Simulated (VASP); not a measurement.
# Pt (Fm-3m) in VASP: further runs

The runs below take Pt through single point, relaxation of cell and atoms, with PBEsol.

Everything below comes from runs of VASP 6.6.1. Logs are shortened: lines on timing, memory, paths and dates and some standing lists are left out, and cuts for length are marked.

## Step 1: The cell of the first run

The structure is cubic, space group Fm-3m (No. 225). The conventional cell has a = 3.916 Å, b = 3.916 Å, c = 3.916 Å, α = 90.00°, β = 90.00°, γ = 90.00°. Pt (site symmetry m-3m) has 12 Pt at 2.77 Å within 3.7 Å.

## Step 2: Single point, PBEsol

File INCAR:

```
PREC = Accurate
ENCUT = 500
EDIFF = 1E-6
ISMEAR = 0
SIGMA = 0.05
LREAL = F
LASPH = T
NELM = 120
ALGO = Normal
ISIF = 2
LWAVE = F
LCHARG = F
GGA = PS
NBANDS = 11
GGA_COMPAT = F
```

File KPOINTS:

```
regular mesh
0
Gamma
  11 11 11
```

File POSCAR:

```
Pt
1.0
    0.0000000000      1.9582039670      1.9582039670
    1.9582039670      0.0000000000      1.9582039670
    1.9582039670      1.9582039670      0.0000000000
Pt
1
Direct
    0.0000000000      0.0000000000      0.0000000000
```

Potentials or basis: VASP PAW PBE potentials, release 64 (Pt).

Launch:

```console
$ cat potpaw_PBE.64/Pt/POTCAR > POTCAR
$ mpirun -np 1 vasp_std > vasp.out
```

OUTCAR:

```text
PREC = Accurate
   ENCUT = 500
   EDIFF = 1E-6
   ISMEAR = 0
   LREAL = F
   LASPH = T
   NELM = 120
   ISIF = 2
   GGA = PS

 ion  position               nearest neighbor table
   1  0.000  0.000  0.000-

  LATTYP: Found a face centered cubic cell.
 ALAT       =     3.9164079340

  Lattice vectors:

 A1 = (   0.0000000000,   1.9582039670,   1.9582039670)
 A2 = (   1.9582039670,   0.0000000000,   1.9582039670)
 A3 = (   1.9582039670,   1.9582039670,   0.0000000000)

Analysis of symmetry for initial positions (statically):
=====================================================================
 Subroutine PRICEL returns:
 Original cell was already a primitive cell.

 Routine SETGRP: Setting up the symmetry group for a
 face centered cubic supercell.

 Subroutine GETGRP returns: Found 48 space group operations
 (whereof 48 operations were pure point group operations)
 out of a pool of 48 trial point group operations.

The static configuration has the point symmetry O_h .

Analysis of symmetry for dynamics (positions and initial velocities):
=====================================================================
 Subroutine PRICEL returns:
 Original cell was already a primitive cell.

 Routine SETGRP: Setting up the symmetry group for a
 face centered cubic supercell.

 Subroutine GETGRP returns: Found 48 space group operations
 (whereof 48 operations were pure point group operations)
 out of a pool of 48 trial point group operations.

The dynamic configuration has the point symmetry O_h .

 Subroutine INISYM returns: Found 48 space group operations
 (whereof 48 operations are pure point group operations),
 and found     1 'primitive' translations

----------------------------------------------------------------------------------------

                                     Primitive cell

  volume of cell :      15.0177

  direct lattice vectors                    reciprocal lattice vectors
     0.000000000  1.958203967  1.958203967    -0.255336016  0.255336016  0.255336016
     1.958203967  0.000000000  1.958203967     0.255336016 -0.255336016  0.255336016
     1.958203967  1.958203967  0.000000000     0.255336016  0.255336016 -0.255336016

  length of vectors
     2.769318608  2.769318608  2.769318608     0.442254953  0.442254953  0.442254953

  position of ions in fractional coordinates (direct lattice)
     0.000000000  0.000000000  0.000000000

  ion indices of the primitive-cell ions
   primitive index   ion index
                 1           1

----------------------------------------------------------------------------------------

 KPOINTS: regular mesh

Automatic generation of k-mesh.
 Grid dimensions read from file:
 generate k-points for:   11   11   11

 Generating k-lattice:

  Cartesian coordinates                     Fractional coordinates (reciprocal lattice)
    -0.023212365  0.023212365  0.023212365     0.090909091  0.000000000  0.000000000
     0.023212365 -0.023212365  0.023212365     0.000000000  0.090909091  0.000000000
     0.023212365  0.023212365 -0.023212365     0.000000000  0.000000000  0.090909091

  Length of vectors
     0.040204996  0.040204996  0.040204996

  Shift w.r.t. Gamma in fractional coordinates (k-lattice)
     0.000000000  0.000000000  0.000000000

 Subroutine IBZKPT returns following result:
 ===========================================

 Found     56 irreducible k-points:

 Following reciprocal coordinates:
            Coordinates               Weight
  0.000000  0.000000  0.000000      1.000000
  0.090909  0.000000  0.000000      8.000000
  0.181818  0.000000  0.000000      8.000000
  0.272727  0.000000  0.000000      8.000000
  0.363636  0.000000  0.000000      8.000000
  0.454545  0.000000  0.000000      8.000000
[... 16 lines left out ...]
 -0.272727  0.181818  0.000000     24.000000
 -0.181818  0.181818  0.000000     12.000000
 [... further k-points ...]
   k-points           NKPTS =     56   k-points in BZ     NKDIM =     56   number of bands    NBANDS=     11
   number of dos      NEDOS =    301   number of ions     NIONS =      1
   total plane-waves  NPLWV =   8000
   dimension x,y,z NGX =    20 NGY =   20 NGZ =   20
   dimension x,y,z NGXF=    40 NGYF=   40 NGZF=   40
   ions per type =               1
   NGX,Y,Z   is equivalent  to a cutoff of  12.01, 12.01, 12.01 a.u.
   NGXF,Y,Z  is equivalent  to a cutoff of  24.01, 24.01, 24.01 a.u.
 SYSTEM =  unknown system
   PREC   = accura    normal or accurate (medium, high low for compatibility)
   ISTART =      0    job   : 0-new  1-cont  2-samecut
   ICHARG =      2    charge: 1-file 2-atom 10-const
   ISPIN  =      1    spin polarized calculation?
   LNONCOLLINEAR =      F non collinear calculations
   LSORBIT =      F    spin-orbit coupling
   LASPH  =      T    aspherical Exc in radial PAW
   ENCUT  =  500.0 eV  36.75 Ry    6.06 a.u.   5.05  5.05  5.05*2*pi/ulx,y,z
   NELM   =    120;   NELMIN=  2; NELMDL= -5     # of ELM steps
   EDIFF  = 0.1E-05   stopping-criterion for ELM
   LREAL  =      F    real-space projection
   EDIFFG = 0.1E-04   stopping-criterion for IOM
   NSW    =      0    number of steps for IOM
   IBRION =     -1    ionic relax: 0-MD 1-quasi-New 2-CG
   NFREE  =      0    steps in history (QN), initial steepest desc. (CG)
   ISIF   =      2    stress and relaxation
   ISYM   =      2    0-nonsym 1-usesym 2-fastsym
   POTIM  = 0.5000    time-step for ionic-motion
   TEBEG  =    0.0;   TEEND  =   0.0 temperature during run
   PSTRESS=    0.0 pullay stress
   NELECT =      10.0000    total number of electrons
   NUPDOWN=      -1.0000    fix difference up-down
   EMIN   =  10.00;   EMAX   =-10.00  energy-range for DOS
   EFERMI =   0.00;   METHOD = LEGACY
   ISMEAR =     0;   SIGMA  =   0.05  broadening in eV -4-tet -1-fermi 0-gaus
   EFERMI_NEDOS =   21; number of points for ismear=-14 and -15
   IALGO  =     38    algorithm
   IMIX   =      4    mixing-type and parameters
     AMIX     =   0.40;   BMIX     =  1.00
     AMIX_MAG =   1.60;   BMIX_MAG =  1.00
  volume/ion in A,a.u.               =      15.02       101.34
  Fermi-wavevector in a.u.,A,eV,Ry     =   1.429575  2.701505 27.806013  2.043684
  Thomas-Fermi vector in A             =   2.549514
   LORBIT       =      0    0 simple, 1 ext, 2 COOP (PROOUT), +10 PAW based schemes
   GGA     = PS    functional components
   LHFCALC =     F    Hartree Fock is set to
   AEXX    =    0.0000 exact exchange contribution
   IVDW    =     0    specifies the selected vdW correction
   LEPSILON=     F    determine dielectric tensor
   LRPA    =     F    only Hartree local field effects (RPA)
 non-spin polarized calculation
 Gauss-broadening in eV      SIGMA  =   0.05
  energy-cutoff  :      500.00
  volume of cell :       15.02
 maximum number of plane-waves:       389
   NGX =  9   NGY =  9   NGZ =  9

 number of electron      10.0000001 magnetization

 Free energy of the ion-electron system (eV)
  ---------------------------------------------------
  ext. energy  EPLUGINS =         0.00000000
  ---------------------------------------------------
  free energy    TOTEN  =        -6.97184049 eV

  energy without entropy =       -6.96868247  energy(sigma->0) =       -6.97026148

 E-fermi :  11.1172     XC(G=0): -13.6549

 val. band max:       11.1140475585   @ k =  -0.3636   0.3636   0.0909
 cond. band min:      11.1225560527   @ k =  -0.4545   0.1818   0.0000
 fundamental gap:      0.0085084942
 Fermi energy:        11.1171911053

 k-point     1 :       0.0000    0.0000    0.0000
  band No.  band energies     occupation
      1       0.8342      2.00000
      2       7.3362      2.00000
      3       7.3362      2.00000
      4       7.3362      2.00000
      5       9.5305      2.00000
      6       9.5305      2.00000
      7      25.7903      0.00000
      8      30.7738      0.00000
      9      30.7738      0.00000
     10      30.7738      0.00000
     11      36.0909      0.00000

 k-point     2 :       0.0909    0.0000    0.0000
  band No.  band energies     occupation
      1       1.1650      2.00000
      2       7.1928      2.00000
      3       7.4637      2.00000
      4       7.4637      2.00000
      5       9.4625      2.00000
      6       9.4625      2.00000
      7      26.2970      0.00000
      8      29.2399      0.00000
      9      31.2839      0.00000
     10      31.2839      0.00000
     11      37.6060      0.00000

 k-point     3 :       0.1818    0.0000    0.0000
  band No.  band energies     occupation
      1       2.0650      2.00000
      2       6.9353      2.00000
      3       7.6973      2.00000
      4       7.6973      2.00000
      5       9.4400      2.00000
      6       9.4400      2.00000
      7      26.6234      0.00000
      8      27.3725      0.00000
      9      32.6773      0.00000
     10      32.6773      0.00000
     11      35.6669      0.00000

 k-point     4 :       0.2727    0.0000    0.0000
  band No.  band energies     occupation
      1       3.1355      2.00000
      2       7.0979      2.00000
      3       7.6817      2.00000
      4       7.6817      2.00000
      5       9.8532      2.00000
      6       9.8532      2.00000
      7      23.6803      0.00000
      8      27.3548      0.00000
      9      33.8541      0.00000
     10      33.8541      0.00000
     11      34.8713      0.00000

 k-point     5 :       0.3636    0.0000    0.0000
  band No.  band energies     occupation
      1       3.6816      2.00000
      2       7.4637      2.00000
      3       7.4637      2.00000
      4       8.3774      2.00000
      5      10.5813      2.00000
      6      10.5813      2.00000
      7      20.3567      0.00000
      8      26.1806      0.00000
      9      31.8289      0.00000
     10      31.8289      0.00000
     11      37.2251      0.00000

 k-point     6 :       0.4545    0.0000    0.0000
  band No.  band energies     occupation
      1       3.7577      2.00000
      2       7.3004      2.00000
      3       7.3004      2.00000
      4      10.2221      2.00000
      5      11.1313      0.68887
      6      11.1313      0.68885
      7      17.5164      0.00000
      8      25.4407      0.00000
      9      30.3460      0.00000
     10      30.3460      0.00000
     11      39.3544      0.00000

 k-point     7 :       0.0909    0.0909    0.0000
  band No.  band energies     occupation
      1       1.2765      2.00000
      2       7.0473      2.00000
      3       7.5668      2.00000
      4       7.5668      2.00000
      5       9.2093      2.00000
      6       9.6479      2.00000
      7      26.4853      0.00000
      8      29.7534      0.00000
      9      30.8289      0.00000
     10      30.8289      0.00000
     11      38.5632      0.00000

 k-point     8 :       0.1818    0.0909    0.0000
  band No.  band energies     occupation
      1       1.9977      2.00000
      2       6.7443      2.00000
      3       7.8146      2.00000
      4       7.8403      2.00000
      5       8.9748      2.00000
      6       9.7641      2.00000
      7      27.4495      0.00000
      8      27.7870      0.00000
      9      31.1370      0.00000
     10      31.9238      0.00000
     11      36.6077      0.00000
[... 141 lines left out ...]
 k-point    19 :       0.3636    0.1818    0.0000
  band No.  band energies     occupation
      1       4.2842      2.00000
      2       6.1021      2.00000
      3       7.3258      2.00000
      4       8.5242      2.00000
      5      10.6282      2.00000
      6      10.8631      2.00000
      7      23.0162      0.00000
      8      27.9051      0.00000
      9      28.4924      0.00000
     10      30.8695      0.00000
     11      35.7792      0.00000

 k-point    20 :       0.4545    0.1818    0.0000
  band No.  band energies     occupation
      1       4.5793      2.00000
      2       6.5941      2.00000
      3       7.3509      2.00000
      4       8.3029      2.00000
      5      11.2802      0.00000
      6      12.6315      0.00000
      7      19.3328      0.00000
      8      26.7453      0.00000
      9      28.1091      0.00000
     10      29.7580      0.00000
     11      38.2176      0.00000

 k-point    21 :      -0.4545    0.1818    0.0000
  band No.  band energies     occupation
      1       4.6620      2.00000
      2       6.5775      2.00000
      3       8.0285      2.00000
      4       8.1259      2.00000
      5      11.1226      0.87939
      6      14.6754      0.00000
      7      16.7437      0.00000
      8      25.9435      0.00000
      9      28.4839      0.00000
     10      28.7950      0.00000
     11      38.7968      0.00000

 k-point    22 :      -0.3636    0.1818    0.0000
  band No.  band energies     occupation
      1       4.7602      2.00000
      2       6.7119      2.00000
      3       7.7781      2.00000
      4       8.0992      2.00000
      5      10.3972      2.00000
      6      13.6385      0.00000
      7      18.7148      0.00000
      8      25.5964      0.00000
      9      28.0567      0.00000
     10      30.7194      0.00000
     11      36.4865      0.00000

 k-point    23 :      -0.2727    0.1818    0.0000
  band No.  band energies     occupation
      1       4.6615      2.00000
      2       6.6860      2.00000
      3       7.1499      2.00000
      4       8.2575      2.00000
      5       9.4289      2.00000
      6      12.3088      0.00000
      7      21.9421      0.00000
      8      26.0056      0.00000
      9      28.6326      0.00000
     10      33.5118      0.00000
     11      33.5490      0.00000

 k-point    24 :      -0.1818    0.1818    0.0000
  band No.  band energies     occupation
      1       3.7876      2.00000
      2       6.4106      2.00000
      3       7.5352      2.00000
      4       8.5248      2.00000
      5       8.5984      2.00000
      6      11.0841      1.65000
      7      24.6313      0.00000
      8      27.2315      0.00000
      9      30.1798      0.00000
     10      31.3186      0.00000
     11      35.8500      0.00000

 [... further k-points ...]
[... 5 lines left out ...]
  --------------------------------------------------------------------------------------
  -------------------------------------------------------------------------------------
  Total       -0.0404028     -0.0404028     -0.0404028      0.0000000      0.0000000     -0.0000000
  in kB       -4.3104063     -4.3104063     -4.3104063      0.0000000      0.0000000     -0.0000000
  external PRESSURE =      -4.3104063 kB  Pullay stress =       0.0000000 kB

 VOLUME and BASIS-vectors are now :
 -----------------------------------------------------------------------------
  energy-cutoff  :      500.00
  volume of cell :       15.02
      direct lattice vectors                 reciprocal lattice vectors
     0.000000000  1.958203967  1.958203967    -0.255336016  0.255336016  0.255336016
     1.958203967  0.000000000  1.958203967     0.255336016 -0.255336016  0.255336016
     1.958203967  1.958203967  0.000000000     0.255336016  0.255336016 -0.255336016

 POSITION                                       TOTAL-FORCE (eV/Angst)
 -----------------------------------------------------------------------------------
      0.00000      0.00000      0.00000         0.000000     -0.000000      0.000000
 -----------------------------------------------------------------------------------
    total drift:                                0.000000      0.000000      0.000000

  FREE ENERGIE OF THE ION-ELECTRON SYSTEM (eV)
  ---------------------------------------------------
  free  energy   TOTEN  =        -6.9718404890 eV

  energy  without entropy=       -6.9686824697  energy(sigma->0) =       -6.97026148
```

Run time: 12 s. Hardware: 1 thread of Intel Xeon 8259CL, shared host; peak memory 0.13 GiB.

What came out:

| Item | Value |
| --- | --- |
| Free energy | -6.9718 eV |
| Pressure | -0.4 GPa |
| Band gap on the k mesh | zero (band 5 reaches 11.57 eV, above the bottom of band 6 at 9.44 eV) |

Levels at points of the mesh, in eV from the Fermi level:
| k point | band 1 | band 2 | band 3 | band 4 | band 5 | band 6 | band 7 | band 8 | band 9 | band 10 |
| --- | --- | --- | --- | --- | --- | --- | --- | --- | --- | --- |
| (0.00, 0.00, 0.00) | -10.28 | -3.78 | -3.78 | -3.78 | -1.59 | -1.59 | 14.67 | 19.66 | 19.66 | 19.66 |

Caveat: the PAW data sets were made with another functional, which shifts forces and pressure a little; spin-orbit coupling is left out, which moves the levels of the heavy elements.

## Step 3: Relaxation of cell and atoms, PBEsol

This run uses another cell than the first one, of 15.08 Å³/atom, 1.004 times its volume.

File INCAR:

```
  PREC = Accurate
  ENCUT = 500
  EDIFF = 1E-7
  ISMEAR = 0
  SIGMA = 0.05
  LREAL = F
  LASPH = T
  NELM = 120
  ALGO = Normal
  ISIF = 3
  LWAVE = F
  LCHARG = F
  GGA = PS
  IBRION = 2
  NSW = 50
  EDIFFG = -0.01
  GGA_COMPAT = F
  NELMIN = 4
```

KPOINTS is that of step 2.

File POSCAR:

```
Pt
1.0
    0.0000000000      1.9609000000      1.9609000000
    1.9609000000      0.0000000000      1.9609000000
    1.9609000000      1.9609000000      0.0000000000
Pt
1
Direct
    0.0000000000      0.0000000000      0.0000000000
```

Potentials or basis: VASP PAW PBE potentials, release 64 (Pt).

Launch:

```console
$ cat potpaw_PBE.64/Pt/POTCAR > POTCAR
$ mpirun -np 1 vasp_std > vasp.out
```

Run time: 30 s. Hardware: 1 thread of Intel Xeon 8259CL, shared host; peak memory 0.14 GiB.

It converged, with:

- Free energy: -6.9719 eV
- Relaxed volume: 15.00 Å³/atom
- Relaxed cell: a = 2.768 Å, b = 2.768 Å, c = 2.768 Å, α = 60.00°, β = 60.00°, γ = 60.00°
- Space group after relaxing (to 0.05 Å): Fm-3m (No. 225)
- Energy gained by relaxing: 0.4 meV/atom
- Ionic steps: 3
- Pressure after relaxing: 0.0 GPa
- Band gap on the k mesh: zero (band 5 reaches 11.60 eV, above the bottom of band 6 at 9.46 eV)

Step by step:
```csv
step,energy change (eV),largest force (eV/Å),pressure (GPa),volume (Å³)
1,0.0000,0.0000,-1.61,15.08
2,0.0033,0.0000,5.01,14.75
3,-0.0004,0.0000,0.00,15.00
```

Final structure:
```xyz
1
Lattice="0.0000 1.9572 1.9572 1.9572 0.0000 1.9572 1.9572 1.9572 0.0000" Properties=species:S:1:pos:R:3 pbc="T T T"
Pt    0.0000    0.0000    0.0000
```

Levels at points of the mesh, in eV from the Fermi level:
| k point | band 2 | band 3 | band 4 | band 5 | band 6 | band 7 | band 8 | band 9 |
| --- | --- | --- | --- | --- | --- | --- | --- | --- |
| (0.00, 0.00, 0.00) | -3.79 | -3.79 | -3.79 | -1.59 | -1.59 | 14.67 | 19.66 | 19.66 |

Caveat: the PAW data sets were made with another functional, which shifts forces and pressure a little; spin-orbit coupling is left out, which moves the levels of the heavy elements.
